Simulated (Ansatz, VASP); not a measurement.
# Li2Se in VASP and in Ansatz

```
Li Se
1.0
     0.00000    2.97238    2.97238
     2.97238    0.00000    2.97238
     2.97238    2.97238    0.00000
Li Se
2 1
Direct
  0.25000 0.25000 0.25000
  0.75000 0.75000 0.75000
  0.00000 0.00000 0.00000
```

Alike in both runs: task relaxation of cell and atoms; functional PBEsol; k mesh 8 × 8 × 8; no spin polarisation.

```csv
,VASP,Ansatz
version,VASP 6.6.1,Ansatz 0.2.0
potentials or method,"VASP PAW PBE potentials, release 64 (Li_sv, Se), cutoff 750 eV","scalar-relativistic, plane waves, PAW"
occupations,"gaussian, width 0.01 eV",fixed
valence electrons in the cell,12,22
```

|  | VASP | Ansatz | Ansatz less VASP |
| --- | --- | --- | --- |
| gap on the k mesh at the Fermi level, each at its own relaxed structure (eV) | 2.81 | 2.82 | +0.007 |
| relaxed volume (Å³/atom) | 17.51 | 17.51 | -0.004 |
| relaxed cell length with the largest relative difference (Å) | 4.204 | 4.204 | -0.0003 |

VASP's potentials were made for PBE, not for PBEsol. VASP's potentials hold 12 valence electrons a cell and Ansatz's 22, so a difference there can come from the potentials and not from the codes.
